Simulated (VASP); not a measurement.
# BaF2 (Fm-3m) in VASP: further runs

The runs below take BaF2 through single point, with LDA, PBEsol, PBE.

Program: VASP 6.6.1. These are calculated values, not measurements. Logs are shortened: lines on timing, memory, paths and dates and some standing lists are left out, and cuts for length are marked.

## 1. The cell of the first run

It takes space group Fm-3m (No. 225, cubic). The conventional cell has a = 6.045 Å, b = 6.045 Å, c = 6.045 Å, α = 90.00°, β = 90.00°, γ = 90.00°. Ba (site symmetry m-3m) has 8 F at 2.62 Å within 3.5 Å. F (site symmetry -43m) has 4 Ba at 2.62 Å and 6 F at 3.02 Å within 3.5 Å.

## 2. Single point, LDA

INCAR reads:

```
PREC     = Accurate       # precision mode
ENCUT    = 600            # plane-wave cutoff, eV
EDIFF    = 1E-6           # SCF threshold, eV
ISMEAR   = -1             # smearing method
SIGMA    = 0.02           # smearing width, eV
LREAL    = F              # projectors in reciprocal space
LASPH    = T              # aspherical terms in the spheres
NELM     = 120            # most SCF steps
ALGO     = Normal         # electronic algorithm
ISIF     = 2              # what is computed and relaxed
LWAVE    = F              # write WAVECAR
LCHARG   = F              # write CHGCAR
GGA      = CA             # functional
NBANDS   = 19             # bands
GGA_COMPAT= F
```

KPOINTS reads:

```
Automatic mesh
0
Gamma
  6 6 6
```

POSCAR reads:

```
BaF2
1.0
    0.0000000000      3.0224020070      3.0224020070
    3.0224020070      0.0000000000      3.0224020070
    3.0224020070      3.0224020070      0.0000000000
Ba F
1 2
Direct
    0.0000000000      0.0000000000      0.0000000000
    0.2500000000      0.2500000000      0.2500000000
    0.7500000000      0.7500000000      0.7500000000
```

Potentials or basis: VASP PAW LDA potentials, release 64 (Ba_sv, F).

The run is started by

```sh
$ cat potpaw_LDA.64/Ba_sv/POTCAR potpaw_LDA.64/F/POTCAR > POTCAR
$ mpirun -np 1 vasp_std > vasp.out
```

OUTCAR:

```text
PREC = Accurate
   ENCUT = 600
   EDIFF = 1E-6
   ISMEAR = -1
   LREAL = F
   LASPH = T
   NELM = 120
   ISIF = 2
   GGA = CA

 ion  position               nearest neighbor table
   1  0.000  0.000  0.000-   3 2.62   3 2.62   3 2.62   2 2.62   3 2.62   2 2.62   2 2.62   2 2.62

   2  0.250  0.250  0.250-   1 2.62   1 2.62   1 2.62   1 2.62
   3  0.750  0.750  0.750-   1 2.62   1 2.62   1 2.62   1 2.62

  LATTYP: Found a face centered cubic cell.
 ALAT       =     6.0448040140

  Lattice vectors:

 A1 = (   0.0000000000,   3.0224020070,   3.0224020070)
 A2 = (   3.0224020070,   0.0000000000,   3.0224020070)
 A3 = (   3.0224020070,   3.0224020070,   0.0000000000)

Analysis of symmetry for initial positions (statically):
=====================================================================
 Subroutine PRICEL returns:
 Original cell was already a primitive cell.

 Routine SETGRP: Setting up the symmetry group for a
 face centered cubic supercell.

 Subroutine GETGRP returns: Found 48 space group operations
 (whereof 48 operations were pure point group operations)
 out of a pool of 48 trial point group operations.

The static configuration has the point symmetry O_h .

Analysis of symmetry for dynamics (positions and initial velocities):
=====================================================================
 Subroutine PRICEL returns:
 Original cell was already a primitive cell.

 Routine SETGRP: Setting up the symmetry group for a
 face centered cubic supercell.

 Subroutine GETGRP returns: Found 48 space group operations
 (whereof 48 operations were pure point group operations)
 out of a pool of 48 trial point group operations.

The dynamic configuration has the point symmetry O_h .

 Subroutine INISYM returns: Found 48 space group operations
 (whereof 48 operations are pure point group operations),
 and found     1 'primitive' translations

----------------------------------------------------------------------------------------

                                     Primitive cell

  volume of cell :      55.2188

  direct lattice vectors                    reciprocal lattice vectors
     0.000000000  3.022402007  3.022402007    -0.165431335  0.165431335  0.165431335
     3.022402007  0.000000000  3.022402007     0.165431335 -0.165431335  0.165431335
     3.022402007  3.022402007  0.000000000     0.165431335  0.165431335 -0.165431335

  length of vectors
     4.274321909  4.274321909  4.274321909     0.286535478  0.286535478  0.286535478

  position of ions in fractional coordinates (direct lattice)
     0.000000000  0.000000000  0.000000000
     0.250000000  0.250000000  0.250000000
     0.750000000  0.750000000  0.750000000

  ion indices of the primitive-cell ions
   primitive index   ion index
                 1           1
                 2           2
                 3           3

----------------------------------------------------------------------------------------

 KPOINTS: Automatic mesh

Automatic generation of k-mesh.
 Grid dimensions read from file:
 generate k-points for:    6    6    6

 Generating k-lattice:

  Cartesian coordinates                     Fractional coordinates (reciprocal lattice)
    -0.027571889  0.027571889  0.027571889     0.166666667  0.000000000  0.000000000
     0.027571889 -0.027571889  0.027571889     0.000000000  0.166666667  0.000000000
     0.027571889  0.027571889 -0.027571889     0.000000000  0.000000000  0.166666667

  Length of vectors
     0.047755913  0.047755913  0.047755913

  Shift w.r.t. Gamma in fractional coordinates (k-lattice)
     0.000000000  0.000000000  0.000000000

 Subroutine IBZKPT returns following result:
 ===========================================

 Found     16 irreducible k-points:

 Following reciprocal coordinates:
            Coordinates               Weight
  0.000000  0.000000  0.000000      1.000000
  0.166667  0.000000  0.000000      8.000000
  0.333333  0.000000  0.000000      8.000000
  0.500000  0.000000  0.000000      4.000000
  0.166667  0.166667  0.000000      6.000000
  0.333333  0.166667  0.000000     24.000000
[... 8 lines left out ...]
 -0.333333  0.333333  0.166667     24.000000
 -0.333333  0.500000  0.166667     12.000000
   k-points           NKPTS =     16   k-points in BZ     NKDIM =     16   number of bands    NBANDS=     19
   number of dos      NEDOS =    301   number of ions     NIONS =      3
   total plane-waves  NPLWV =  46656
   dimension x,y,z NGX =    36 NGY =   36 NGZ =   36
   dimension x,y,z NGXF=    72 NGYF=   72 NGZF=   72
   ions per type =               1   2
   NGX,Y,Z   is equivalent  to a cutoff of  14.00, 14.00, 14.00 a.u.
   NGXF,Y,Z  is equivalent  to a cutoff of  28.00, 28.00, 28.00 a.u.
 SYSTEM =  unknown system
   PREC   = accura    normal or accurate (medium, high low for compatibility)
   ISTART =      0    job   : 0-new  1-cont  2-samecut
   ICHARG =      2    charge: 1-file 2-atom 10-const
   ISPIN  =      1    spin polarized calculation?
   LNONCOLLINEAR =      F non collinear calculations
   LSORBIT =      F    spin-orbit coupling
   LASPH  =      T    aspherical Exc in radial PAW
   ENCUT  =  600.0 eV  44.10 Ry    6.64 a.u.   8.54  8.54  8.54*2*pi/ulx,y,z
   NELM   =    120;   NELMIN=  2; NELMDL= -5     # of ELM steps
   EDIFF  = 0.1E-05   stopping-criterion for ELM
   LREAL  =      F    real-space projection
   EDIFFG = 0.1E-04   stopping-criterion for IOM
   NSW    =      0    number of steps for IOM
   IBRION =     -1    ionic relax: 0-MD 1-quasi-New 2-CG
   NFREE  =      0    steps in history (QN), initial steepest desc. (CG)
   ISIF   =      2    stress and relaxation
   ISYM   =      2    0-nonsym 1-usesym 2-fastsym
   POTIM  = 0.5000    time-step for ionic-motion
   TEBEG  =    0.0;   TEEND  =   0.0 temperature during run
   PSTRESS=    0.0 pullay stress
   NELECT =      24.0000    total number of electrons
   NUPDOWN=      -1.0000    fix difference up-down
   EMIN   =  10.00;   EMAX   =-10.00  energy-range for DOS
   EFERMI =   0.00;   METHOD = LEGACY
   ISMEAR =    -1;   SIGMA  =   0.02  broadening in eV -4-tet -1-fermi 0-gaus
   EFERMI_NEDOS =   21; number of points for ismear=-14 and -15
   IALGO  =     38    algorithm
   IMIX   =      4    mixing-type and parameters
     AMIX     =   0.40;   BMIX     =  1.00
     AMIX_MAG =   1.60;   BMIX_MAG =  1.00
  volume/ion in A,a.u.               =      18.41       124.21
  Fermi-wavevector in a.u.,A,eV,Ry     =   1.240080  2.343411 20.923016  1.537798
  Thomas-Fermi vector in A             =   2.374536
   LORBIT       =      0    0 simple, 1 ext, 2 COOP (PROOUT), +10 PAW based schemes
   GGA     = CA    functional components
   LHFCALC =     F    Hartree Fock is set to
   AEXX    =    0.0000 exact exchange contribution
   IVDW    =     0    specifies the selected vdW correction
   LEPSILON=     F    determine dielectric tensor
   LRPA    =     F    only Hartree local field effects (RPA)
 non-spin polarized calculation
  energy-cutoff  :      600.00
  volume of cell :       55.22
 maximum number of plane-waves:      1868
 NGX is ok and might be reduce to    36
   NGX = 17   NGY = 17   NGZ = 17

 number of electron      23.9999993 magnetization

 Free energy of the ion-electron system (eV)
  ---------------------------------------------------
  ext. energy  EPLUGINS =         0.00000000
  ---------------------------------------------------
  free energy    TOTEN  =       -18.62202337 eV

  energy without entropy =      -18.62202337  energy(sigma->0) =      -18.62202337

 E-fermi :  -1.6092     XC(G=0):  -9.6873

 val. band max:       -2.1508562634   @ k =  -0.1667   0.1667   0.0000
 cond. band min:       4.5757985733   @ k =   0.0000   0.0000   0.0000
 fundamental gap:      6.7266548368
 Fermi energy:        -1.6091625677

 k-point     1 :       0.0000    0.0000    0.0000
  band No.  band energies     occupation
      1     -24.9036      2.00000
      2     -20.7595      2.00000
      3     -20.5987      2.00000
      4      -9.6354      2.00000
      5      -9.6354      2.00000
      6      -9.6354      2.00000
[... 11 lines left out ...]
     18       9.8061      0.00000
     19      13.4308      0.00000

 k-point     2 :       0.1667    0.0000    0.0000
  band No.  band energies     occupation
      1     -24.8274      2.00000
      2     -20.7975      2.00000
      3     -20.6954      2.00000
      4      -9.7041      2.00000
      5      -9.6969      2.00000
      6      -9.6969      2.00000
[... 11 lines left out ...]
     18       9.8277      0.00000
     19      12.3846      0.00000

 k-point     3 :       0.3333    0.0000    0.0000
  band No.  band energies     occupation
      1     -24.6617      2.00000
      2     -20.9708      2.00000
      3     -20.8056      2.00000
      4      -9.8124      2.00000
      5      -9.8124      2.00000
      6      -9.8124      2.00000
[... 11 lines left out ...]
     18       9.9150      0.00000
     19      11.6827      0.00000

 k-point     4 :       0.5000    0.0000    0.0000
  band No.  band energies     occupation
      1     -24.5706      2.00000
      2     -21.0924      2.00000
      3     -20.8344      2.00000
      4      -9.8670      2.00000
      5      -9.8670      2.00000
      6      -9.8550      2.00000
[... 231 lines left out ...]
     18      10.8251      0.00000
     19      12.6898      0.00000

 k-point    15 :      -0.3333    0.3333    0.1667
  band No.  band energies     occupation
      1     -24.4796      2.00000
      2     -21.0700      2.00000
      3     -21.0044      2.00000
      4     -10.1452      2.00000
      5      -9.8099      2.00000
      6      -9.8074      2.00000
[... 11 lines left out ...]
     18      11.6319      0.00000
     19      12.4349      0.00000

 k-point    16 :      -0.3333    0.5000    0.1667
  band No.  band energies     occupation
      1     -24.4476      2.00000
      2     -21.1282      2.00000
      3     -20.9951      2.00000
      4     -10.2250      2.00000
      5      -9.9966      2.00000
      6      -9.5818      2.00000
[... 11 lines left out ...]
     18      12.8281      0.00000
     19      13.1460      0.00000

------------------------ aborting loop because EDIFF is reached ----------------------------------------

  FORCE on cell =-STRESS in cart. coord.  units (eV):
  Direction    XX          YY          ZZ          XY          YZ          ZX
  --------------------------------------------------------------------------------------
  -------------------------------------------------------------------------------------
  Total        0.5424959      0.5424959      0.5424959     -0.0000000     -0.0000000      0.0000000
  in kB       15.7405676     15.7405676     15.7405676     -0.0000000     -0.0000000      0.0000000
  external PRESSURE =      15.7405676 kB  Pullay stress =       0.0000000 kB

 VOLUME and BASIS-vectors are now :
 -----------------------------------------------------------------------------
  energy-cutoff  :      600.00
  volume of cell :       55.22
      direct lattice vectors                 reciprocal lattice vectors
     0.000000000  3.022402007  3.022402007    -0.165431335  0.165431335  0.165431335
     3.022402007  0.000000000  3.022402007     0.165431335 -0.165431335  0.165431335
     3.022402007  3.022402007  0.000000000     0.165431335  0.165431335 -0.165431335

 POSITION                                       TOTAL-FORCE (eV/Angst)
 -----------------------------------------------------------------------------------
      0.00000      0.00000      0.00000         0.000000      0.000000     -0.000000
      1.51120      1.51120      1.51120        -0.000000      0.000000      0.000000
      4.53360      4.53360      4.53360         0.000000     -0.000000     -0.000000
 -----------------------------------------------------------------------------------
    total drift:                                0.000000      0.000000      0.000000

  FREE ENERGIE OF THE ION-ELECTRON SYSTEM (eV)
  ---------------------------------------------------
  free  energy   TOTEN  =       -18.6220233734 eV

  energy  without entropy=      -18.6220233734  energy(sigma->0) =      -18.62202337
```

Wall time 15 s (1 thread of Intel Xeon Platinum 8488C (Sapphire Rapids), shared host); peak memory 0.17 GiB.

Results:

* Free energy: -18.6220 eV
* Pressure: 1.6 GPa
* Band gap on the k mesh: 6.73 eV (least direct gap 6.83 eV)

Caveat: spin-orbit coupling is left out, which moves the levels of the heavy elements. A hybrid or GW would open this gap; LDA tends to underestimate it.

## 3. Single point, PBEsol

This run uses another cell than the first one, of 19.27 Å³/atom.

INCAR reads:

```
SYSTEM = BaF2
  ALGO = Normal
  EDIFF = 1E-6
  ENCUT = 600
  GGA = PS
  GGA_COMPAT = .False.
  ISIF = 2
  ISMEAR = -1
  LASPH = .True.
  LCHARG = .True.
  LELF = .True.
  LREAL = .False.
  LVHAR = .True.
  LWAVE = .False.
  NBANDS = 19
  NELM = 120
  PREC = Accurate
  SIGMA = 0.02
```

KPOINTS reads:

```
k-points
0
Gamma
  6 6 6
  0 0 0
```

POSCAR reads:

```
BaF2
1.0
    0.0000000000      3.0690425865      3.0690425865
    3.0690425865      0.0000000000      3.0690425865
    3.0690425865      3.0690425865      0.0000000000
Ba F
1 2
Direct
    0.0000000000      0.0000000000      0.0000000000
    0.2500000000      0.2500000000      0.2500000000
    0.7500000000      0.7500000000      0.7500000000
```

Potentials or basis: VASP PAW PBE potentials, release 64 (Ba_sv, F).

The run is started by

```sh
$ cat potpaw_PBE.64/Ba_sv/POTCAR potpaw_PBE.64/F/POTCAR > POTCAR
$ mpirun -np 1 vasp_std > vasp.out
```

Run time: 19 s. Hardware: 1 thread of Intel Xeon Platinum 8488C (Sapphire Rapids), shared host; peak memory 0.2 GiB.

The run converged. Its results:

* Free energy: -17.6392 eV
* Pressure: 1.2 GPa
* Band gap on the k mesh: 6.77 eV (least direct gap 6.85 eV)

Levels at points of the mesh, in eV from the valence-band top:
| k point | band 10 | band 11 | band 12 | band 13 | band 14 | band 15 |
| --- | --- | --- | --- | --- | --- | --- |
| (0.00, 0.00, 0.00) | -0.08 | -0.08 | -0.08 | 6.77 | 9.23 | 9.23 |
| (0.50, 0.00, 0.00) | -0.34 | -0.15 | -0.15 | 9.20 | 9.25 | 9.25 |
| (0.50, 0.50, 0.00) | -0.30 | -0.30 | -0.15 | 7.24 | 9.07 | 10.83 |

Caveat: the PAW data sets were made with another functional, which shifts forces and pressure a little; spin-orbit coupling is left out, which moves the levels of the heavy elements.

(Part 1 of 2 ends here.)
